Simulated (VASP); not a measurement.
# P in VASP: notebook

The runs below take P through single point, with PBEsol.

Everything below comes from runs of VASP 6.6.1. Logs are shortened: lines on timing, memory, paths and dates and some standing lists are left out, and cuts for length are marked.

**1. The cell of the first run**

The cell holds a slab with vacuum, 4 atoms: a = 3.309 Å, b = 35.136 Å, c = 4.304 Å, α = 90.00°, β = 90.00°, γ = 90.00°.

**2. Single point, PBEsol (uniaxial strain along c: -3.0 %)**

Input file INCAR:

```
ALGO = Normal
EDIFF = 1E-6
ENCUT = 520
GGA = PS
ISIF = 2
ISMEAR = 0
LASPH = T
LCHARG = F
LREAL = F
LWAVE = F
NBANDS = 18
NELM = 60
PREC = Accurate
SIGMA = 0.02
```

Input file KPOINTS:

```
k-points
0
Gamma
  8 1 6
```

Input file POSCAR:

```
P
1.0
    3.3089998728      0.0000000000      0.0000000000
    0.0000000000     35.1363081940      0.0000000000
    0.0000000000      0.0000000000      4.3038027436
P
4
Direct
    0.0000000000      0.9696974150      0.5803780379
    0.0000000000      0.0303025850      0.4196219621
    0.5000000000      0.0303025850      0.0803780379
    0.5000000000      0.9696974150      0.9196219621
```

Potentials or basis: VASP PAW PBE potentials, release 64 (P).

On the command line:

```
$ cat potpaw_PBE.64/P/POTCAR > POTCAR
$ mpirun -np 1 vasp_std > vasp.out
```

OUTCAR:

```text
EDIFF = 1E-6
   ENCUT = 520
   GGA = PS
   ISIF = 2
   ISMEAR = 0
   LASPH = T
   LREAL = F
   NELM = 60
   PREC = Accurate

 ion  position               nearest neighbor table
   1  0.000  0.970  0.580-   4 2.21   4 2.21   2 2.24
   2  0.000  0.030  0.420-   3 2.21   3 2.21   1 2.24
   3  0.500  0.030  0.080-   2 2.21   2 2.21   4 2.24
   4  0.500  0.970  0.920-   1 2.21   1 2.21   3 2.24

  LATTYP: Found a simple orthorhombic cell.
 ALAT       =     3.3089998728
 B/A-ratio  =     1.3006355119
 C/A-ratio  =    10.6184072362

  Lattice vectors:

 A1 = (  -3.3089998728,   0.0000000000,   0.0000000000)
 A2 = (   0.0000000000,   0.0000000000,   4.3038027436)
 A3 = (   0.0000000000,  35.1363081940,   0.0000000000)

Analysis of symmetry for initial positions (statically):
=====================================================================
 Subroutine PRICEL returns:
 Original cell was already a primitive cell.

 Routine SETGRP: Setting up the symmetry group for a
 simple orthorhombic supercell.

 Subroutine GETGRP returns: Found  8 space group operations
 (whereof  4 operations were pure point group operations)
 out of a pool of  8 trial point group operations.

The static configuration has the point symmetry C_2h.
 The point group associated with its full space group is D_2h.

Analysis of symmetry for dynamics (positions and initial velocities):
=====================================================================
 Subroutine PRICEL returns:
 Original cell was already a primitive cell.

 Routine SETGRP: Setting up the symmetry group for a
 simple orthorhombic supercell.

 Subroutine GETGRP returns: Found  8 space group operations
 (whereof  4 operations were pure point group operations)
 out of a pool of  8 trial point group operations.

The dynamic configuration has the point symmetry C_2h.
 The point group associated with its full space group is D_2h.

 Subroutine INISYM returns: Found  8 space group operations
 (whereof  4 operations are pure point group operations),
 and found     1 'primitive' translations

----------------------------------------------------------------------------------------

                                     Primitive cell

  volume of cell :     500.3861

  direct lattice vectors                    reciprocal lattice vectors
     3.308999873  0.000000000  0.000000000     0.302206116  0.000000000  0.000000000
     0.000000000 35.136308194  0.000000000     0.000000000  0.028460588  0.000000000
     0.000000000  0.000000000  4.303802744     0.000000000  0.000000000  0.232352656

  length of vectors
     3.308999873 35.136308194  4.303802744     0.302206116  0.028460588  0.232352656

  position of ions in fractional coordinates (direct lattice)
     0.000000000  0.969697415  0.580378038
     0.000000000  0.030302585  0.419621962
     0.500000000  0.030302585  0.080378038
     0.500000000  0.969697415  0.919621962

  ion indices of the primitive-cell ions
   primitive index   ion index
                 1           1
                 2           2
                 3           3
                 4           4

----------------------------------------------------------------------------------------

 KPOINTS: k-points

Automatic generation of k-mesh.
 Grid dimensions read from file:
 generate k-points for:    8    1    6

 Generating k-lattice:

  Cartesian coordinates                     Fractional coordinates (reciprocal lattice)
     0.037775765  0.000000000  0.000000000     0.125000000  0.000000000  0.000000000
     0.000000000  0.028460588  0.000000000     0.000000000  1.000000000  0.000000000
     0.000000000  0.000000000  0.038725443     0.000000000  0.000000000  0.166666667

  Length of vectors
     0.037775765  0.028460588  0.038725443

  Shift w.r.t. Gamma in fractional coordinates (k-lattice)
     0.000000000  0.000000000  0.000000000

 Subroutine IBZKPT returns following result:
 ===========================================

 Found     20 irreducible k-points:

 Following reciprocal coordinates:
            Coordinates               Weight
  0.000000  0.000000  0.000000      1.000000
  0.125000  0.000000  0.000000      2.000000
  0.250000  0.000000  0.000000      2.000000
  0.375000  0.000000  0.000000      2.000000
  0.500000  0.000000  0.000000      1.000000
  0.000000  0.000000  0.166667      2.000000
[... 12 lines left out ...]
  0.375000  0.000000  0.500000      2.000000
  0.500000  0.000000  0.500000      1.000000
   k-points           NKPTS =     20   k-points in BZ     NKDIM =     20   number of bands    NBANDS=     18
   number of dos      NEDOS =    301   number of ions     NIONS =      4
   total plane-waves  NPLWV = 241920
   dimension x,y,z NGX =    28 NGY =  270 NGZ =   32
   dimension x,y,z NGXF=    56 NGYF=  540 NGZF=   64
   ions per type =               4
   NGX,Y,Z   is equivalent  to a cutoff of  14.07, 12.77, 12.36 a.u.
   NGXF,Y,Z  is equivalent  to a cutoff of  28.13, 25.55, 24.72 a.u.
 SYSTEM =  unknown system
   PREC   = accura    normal or accurate (medium, high low for compatibility)
   ISTART =      0    job   : 0-new  1-cont  2-samecut
   ICHARG =      2    charge: 1-file 2-atom 10-const
   ISPIN  =      1    spin polarized calculation?
   LNONCOLLINEAR =      F non collinear calculations
   LSORBIT =      F    spin-orbit coupling
   LASPH  =      T    aspherical Exc in radial PAW
   ENCUT  =  520.0 eV  38.22 Ry    6.18 a.u.   6.15 65.33  8.00*2*pi/ulx,y,z
   NELM   =     60;   NELMIN=  2; NELMDL= -5     # of ELM steps
   EDIFF  = 0.1E-05   stopping-criterion for ELM
   LREAL  =      F    real-space projection
   EDIFFG = 0.1E-04   stopping-criterion for IOM
   NSW    =      0    number of steps for IOM
   IBRION =     -1    ionic relax: 0-MD 1-quasi-New 2-CG
   NFREE  =      0    steps in history (QN), initial steepest desc. (CG)
   ISIF   =      2    stress and relaxation
   ISYM   =      2    0-nonsym 1-usesym 2-fastsym
   POTIM  = 0.5000    time-step for ionic-motion
   TEBEG  =    0.0;   TEEND  =   0.0 temperature during run
   PSTRESS=    0.0 pullay stress
   NELECT =      20.0000    total number of electrons
   NUPDOWN=      -1.0000    fix difference up-down
   EMIN   =  10.00;   EMAX   =-10.00  energy-range for DOS
   EFERMI =   0.00;   METHOD = LEGACY
   ISMEAR =     0;   SIGMA  =   0.02  broadening in eV -4-tet -1-fermi 0-gaus
   EFERMI_NEDOS =   21; number of points for ismear=-14 and -15
   IALGO  =     38    algorithm
   IMIX   =      4    mixing-type and parameters
     AMIX     =   0.40;   BMIX     =  1.00
     AMIX_MAG =   1.60;   BMIX_MAG =  1.00
  volume/ion in A,a.u.               =     125.10       844.19
  Fermi-wavevector in a.u.,A,eV,Ry     =   0.559736  1.057747  4.262762  0.313304
  Thomas-Fermi vector in A             =   1.595311
   LORBIT       =      0    0 simple, 1 ext, 2 COOP (PROOUT), +10 PAW based schemes
   GGA     = PS    functional components
   LHFCALC =     F    Hartree Fock is set to
   AEXX    =    0.0000 exact exchange contribution
   IVDW    =     0    specifies the selected vdW correction
   LEPSILON=     F    determine dielectric tensor
   LRPA    =     F    only Hartree local field effects (RPA)
 non-spin polarized calculation
 Gauss-broadening in eV      SIGMA  =   0.02
  energy-cutoff  :      520.00
  volume of cell :      500.39
 maximum number of plane-waves:     13544
 NGX is ok and might be reduce to    28
   NGX = 13   NGY =131   NGZ = 17

 number of electron      19.9999995 magnetization

 Free energy of the ion-electron system (eV)
  ---------------------------------------------------
  ext. energy  EPLUGINS =         0.00000000
  ---------------------------------------------------
  free energy    TOTEN  =       -22.82871462 eV

  energy without entropy =      -22.82871462  energy(sigma->0) =      -22.82871462

 E-fermi :  -3.0292     XC(G=0):  -1.8161

 val. band max:       -3.1320602046   @ k =   0.0000   0.0000   0.0000
 cond. band min:      -2.6067968198   @ k =   0.0000   0.0000   0.0000
 fundamental gap:      0.5252633848
 Fermi energy:        -3.0291858098

 k-point     1 :       0.0000    0.0000    0.0000
  band No.  band energies     occupation
      1     -18.5518      2.00000
      2     -15.8456      2.00000
      3     -12.0387      2.00000
      4      -9.1239      2.00000
      5      -8.0305      2.00000
      6      -7.5289      2.00000
[... 10 lines left out ...]
     17       1.6768      0.00000
     18       1.8368      0.00000

 k-point     2 :       0.1250    0.0000    0.0000
  band No.  band energies     occupation
      1     -18.3648      2.00000
      2     -15.6521      2.00000
      3     -12.2072      2.00000
      4      -8.9742      2.00000
      5      -7.8824      2.00000
      6      -7.8622      2.00000
[... 10 lines left out ...]
     17       1.8916      0.00000
     18       2.0197      0.00000

 k-point     3 :       0.2500    0.0000    0.0000
  band No.  band energies     occupation
      1     -17.8089      2.00000
      2     -15.0744      2.00000
      3     -12.9481      2.00000
      4      -9.3615      2.00000
      5      -8.5568      2.00000
      6      -8.5147      2.00000
[... 10 lines left out ...]
     17       2.0549      0.00000
     18       2.4186      0.00000

 k-point     4 :       0.3750    0.0000    0.0000
  band No.  band energies     occupation
      1     -16.9018      2.00000
      2     -14.2710      2.00000
      3     -14.1211      2.00000
      4     -11.1830      2.00000
      5      -8.3972      2.00000
      6      -8.0363      2.00000
[... 291 lines left out ...]
      4     -11.7563      2.00000
      5      -8.9269      2.00000
      6      -8.9269      2.00000
[... 10 lines left out ...]
     17       3.1516      0.00000
     18       3.1516      0.00000

 k-point    19 :       0.3750    0.0000    0.5000
  band No.  band energies     occupation
      1     -15.7396      2.00000
      2     -15.7396      2.00000
      3     -12.4431      2.00000
      4     -12.4431      2.00000
      5      -9.1962      2.00000
      6      -9.1962      2.00000
[... 10 lines left out ...]
     17       3.9081      0.00000
     18       3.9081      0.00000

 k-point    20 :       0.5000    0.0000    0.5000
  band No.  band energies     occupation
      1     -15.1764      2.00000
      2     -15.1764      2.00000
      3     -13.1441      2.00000
      4     -13.1441      2.00000
      5      -8.3453      2.00000
      6      -8.3453      2.00000
[... 10 lines left out ...]
     17       2.7888      0.00000
     18       2.7888      0.00000

------------------------ aborting loop because EDIFF is reached ----------------------------------------

  FORCE on cell =-STRESS in cart. coord.  units (eV):
  Direction    XX          YY          ZZ          XY          YZ          ZX
  --------------------------------------------------------------------------------------
  -------------------------------------------------------------------------------------
  Total        0.1569392     -0.2638679      1.0066285      0.0000000      0.0000000      0.0000000
  in kB        0.5025009     -0.8448738      3.2231059      0.0000000      0.0000000      0.0000000
  external PRESSURE =       0.9602443 kB  Pullay stress =       0.0000000 kB

 VOLUME and BASIS-vectors are now :
 -----------------------------------------------------------------------------
  energy-cutoff  :      520.00
  volume of cell :      500.39
      direct lattice vectors                 reciprocal lattice vectors
     3.308999873  0.000000000  0.000000000     0.302206116  0.000000000  0.000000000
     0.000000000 35.136308194  0.000000000     0.000000000  0.028460588  0.000000000
     0.000000000  0.000000000  4.303802744     0.000000000  0.000000000  0.232352656

 POSITION                                       TOTAL-FORCE (eV/Angst)
 -----------------------------------------------------------------------------------
      0.00000     34.07159      2.49783        -0.000000      0.058653     -0.203903
      0.00000      1.06472      1.80597        -0.000000     -0.058653      0.203903
      1.65450      1.06472      0.34593         0.000000     -0.058653     -0.203903
      1.65450     34.07159      3.95787        -0.000000      0.058653      0.203903
 -----------------------------------------------------------------------------------
    total drift:                               -0.000000      0.000000     -0.000000

  FREE ENERGIE OF THE ION-ELECTRON SYSTEM (eV)
  ---------------------------------------------------
  free  energy   TOTEN  =       -22.8287146217 eV

  energy  without entropy=      -22.8287146217  energy(sigma->0) =      -22.82871462
```

Run time: 2 min. Hardware: 1 thread of Intel Xeon 6975P-C (Granite Rapids), shared host; peak memory 0.57 GiB.

Results:

| Quantity | Value |
| --- | --- |
| Free energy | -22.8287 eV |
| Largest force | 0.212 eV/Å |
| Band gap on the k mesh | 0.53 eV, direct |

Forces in eV/Å, atoms in the order of the input:
```
P    0.000  0.059 -0.204
P    0.000 -0.059  0.204
P    0.000 -0.059 -0.204
P    0.000  0.059  0.204
```

Caveat: the cell differs from its parent crystal (uniaxial strain along c: -3.0 %); the PAW data sets were made with another functional, which shifts forces and pressure a little.

**3. Single point, PBEsol (uniaxial strain along c: -1.5 %, then relaxed in part)**

Input file INCAR:

```
ALGO = Normal
EDIFF = 1E-6
ENCUT = 520
GGA = PS
ISIF = 2
ISMEAR = 0
LASPH = True
LCHARG = False
LREAL = False
LWAVE = False
NBANDS = 18
NELM = 80
PREC = Accurate
SIGMA = 0.02
```

KPOINTS is that of step 2.

Input file POSCAR:

```
P
1.0
    3.2975693298      0.0000000000      0.0000000000
    0.0000000000     35.0076395537      0.0000000000
    0.0000000000      0.0000000000      4.3703563943
P
4
Direct
    0.0000000000      0.9696974150      0.5803780379
    0.0000000000      0.0303025850      0.4196219621
    0.5000000000      0.0303025850      0.0803780379
    0.5000000000      0.9696974150      0.9196219621
```

Potentials or basis: VASP PAW PBE potentials, release 64 (P).

On the command line:

```
$ cat potpaw_PBE.64/P/POTCAR > POTCAR
$ mpirun -np 1 vasp_std > vasp.out
```

Wall time 2.2 min (1 thread of Intel Xeon 6975P-C (Granite Rapids), shared host); peak memory 0.63 GiB.

Results (log left out):

- Free energy: -22.8386 eV
- Largest force: 0.024 eV/Å
- Band gap on the k mesh: 0.66 eV, direct

Forces in eV/Å, atoms in the order of the input:
```
P    0.000  0.020  0.013
P    0.000 -0.020 -0.013
P    0.000 -0.020  0.013
P    0.000  0.020 -0.013
```

Levels at points of the mesh, in eV from the valence-band top:
```tsv
k point	band 8	band 9	band 10	band 11	band 12	band 13
(0.00, 0.00, 0.00)	-1.98	-1.81	0.00	0.66	1.42	2.67
(0.50, 0.00, 0.00)	-2.78	-2.11	-2.11	1.26	1.26	1.81
(0.00, 0.00, 0.50)	-2.62	-0.99	-0.99	2.03	2.03	3.36
(0.50, 0.00, 0.50)	-5.05	-1.40	-1.40	2.36	2.36	4.42
```

Caveat: the cell differs from its parent crystal (uniaxial strain along c: -1.5 %, then relaxed in part); the PAW data sets were made with another functional, which shifts forces and pressure a little.

**4. Single point, PBEsol**

This run uses another cell than the first one, of 127.05 Å³/atom, 1.016 times its volume.

Input file INCAR:

```
PREC = Accurate
ENCUT = 520
EDIFF = 1E-6
ISMEAR = 0
SIGMA = 0.02
LREAL = F
LASPH = T
NELM = 80
ALGO = Normal
ISIF = 2
LWAVE = F
LCHARG = F
GGA = PS
NBANDS = 18
```

Input file KPOINTS:

```
regular mesh
0
Gamma
  8 1 6
```

Input file POSCAR:

```
P
1.0
    3.2843670946      0.0000000000      0.0000000000
    0.0000000000     34.8747478089      0.0000000000
    0.0000000000      0.0000000000      4.4369101038
P
4
Direct
    0.0000000000      0.9696876243      0.5826201303
    0.0000000000      0.0303123757      0.4173798697
    0.5000000000      0.0303123757      0.0826201303
    0.5000000000      0.9696876243      0.9173798697
```

On the command line:

```
$ cat potpaw_PBE.64/P/POTCAR > POTCAR
$ mpirun -np 1 vasp_std > vasp.out
```

Wall time 9.6 min (1 thread of Oxide Virtual Turin-like, shared host); peak memory 0.51 GiB.

Results (log left out):

```yaml
Free_energy: -22.8406 eV
Largest_force: 0.022 eV/Å
Band_gap_on_the_k_mesh: 0.72 eV, direct
```

Forces on the atoms (eV/Å):
```
P    0.000  0.019  0.010
P    0.000 -0.019 -0.010
P    0.000 -0.019  0.010
P    0.000  0.019 -0.010
```

Levels at points of the mesh, in eV from the valence-band top:
```tsv
k point	band 6	band 7	band 8	band 9	band 10	band 11	band 12	band 13	band 14	band 15
(0.00, 0.00, 0.00)	-4.52	-3.46	-1.91	-1.73	0.00	0.72	1.51	2.73	3.47	4.40
(0.50, 0.00, 0.00)	-4.87	-2.77	-2.77	-2.07	-2.07	1.23	1.23	1.89	1.89	3.55
(0.00, 0.00, 0.50)	-3.14	-2.55	-2.55	-1.06	-1.06	2.10	2.10	3.50	3.50	3.61
(0.50, 0.00, 0.50)	-5.07	-4.92	-4.92	-1.31	-1.31	2.38	2.38	4.23	4.23	5.61
```

Caveat: the PAW data sets were made with another functional, which shifts forces and pressure a little.

**5. Summary**

| cell | gap on the mesh (eV) | largest force (eV/Å) |
| --- | --- | --- |
| a = 3.309, b = 35.136, c = 4.304 Å, 4 atoms | 0.53 | 0.21 |
| a = 3.298, b = 35.008, c = 4.370 Å, 4 atoms | 0.66 | 0.02 |
| a = 3.284, b = 34.875, c = 4.437 Å, 4 atoms | 0.72 | 0.02 |

Alike in all rows: task single point; level PBEsol; potentials or basis VASP PAW PBE potentials, release 64 (P); no spin polarisation; k mesh 8 × 1 × 6; cutoff (eV) 520; smearing gaussian 0.02 eV.

Caveats: the PAW data sets were made with another functional, which shifts forces and pressure a little.

Total energies depend on the potentials used, so only differences within one code and one set of settings carry meaning.
